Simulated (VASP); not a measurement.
Wanted: the native input for a VASP 6.6.1 run.

* Task: single point
* Functional: HSE06
* Potentials or basis: VASP PAW PBE potentials, release 64 (K_sv, Br)
* Cutoff: 520 eV
* k mesh: 4 × 4 × 4
* Occupations: fermi-dirac, width 0.05 eV
* Spin: no spin polarisation
* Dipole correction: no
* Grid for exact exchange (PRECFOCK): Normal
* Further INCAR settings: ALGO = Normal; EDIFF = 1e-06; NBANDS = 15
* Share of exact exchange: 0.25
* Screening parameter: 0.2079 1/Å

KBr (rock salt type):

```
K Br
1.0
     0.00000    3.36113    3.36113
     3.36113    0.00000    3.36113
     3.36113    3.36113    0.00000
K Br
1 1
Direct
  0.00000 0.00000 0.00000
  0.50000 0.50000 0.50000
```

These files were run (other wordings do the same):

POSCAR

```
KBr
1.0
    0.0000000000      3.3611296499      3.3611296499
    3.3611296499      0.0000000000      3.3611296499
    3.3611296499      3.3611296499      0.0000000000
K Br
1 1
Direct
    0.0000000000      0.0000000000      0.0000000000
    0.5000000000      0.5000000000      0.5000000000
```

INCAR.step1

```
SYSTEM = KBr
ALGO = Normal
EDIFF = 1E-5
ENCUT = 520
GGA = PE
ISIF = 2
ISMEAR = -1
LASPH = .TRUE.
LREAL = .FALSE.
LWAVE = .TRUE.
NBANDS = 15
NELM = 60
PREC = Accurate
SIGMA = 0.05
```

INCAR.step2

```
SYSTEM = KBr
ALGO = Normal
EDIFF = 1E-6
ENCUT = 520
GGA = PE
HFSCREEN = 0.2079
ISIF = 2
ISMEAR = -1
ISTART = 1
LASPH = .TRUE.
LCHARG = .TRUE.
LELF = .TRUE.
LHFCALC = .TRUE.
LREAL = .FALSE.
LVHAR = .TRUE.
LWAVE = .FALSE.
NBANDS = 15
NELM = 60
PREC = Accurate
PRECFOCK = Normal
SIGMA = 0.05
```

KPOINTS

```
k-points
0
G
  4 4 4
  0 0 0
```

Potentials or basis: VASP PAW PBE potentials, release 64 (K_sv, Br).

Run with:

```bash
$ cat potpaw_PBE.64/K_sv/POTCAR potpaw_PBE.64/Br/POTCAR > POTCAR
$ cp INCAR.step1 INCAR
$ mpirun -np 1 vasp_std > vasp.out
$ cp INCAR.step2 INCAR
$ mpirun -np 1 vasp_std > vasp.out
```

It gave:

* Pressure: -0.3 GPa
* Band gap on the k mesh: 5.44 eV

Caveat: the PAW data sets were made with another functional, which shifts forces and pressure a little.

Run time: 8.1 min on 1 thread of Intel(R) Xeon(R) Platinum 8259CL CPU @ 2.50GHz (Skylake/Cascade Lake), with other jobs on the host, peak memory 0.32 GiB.
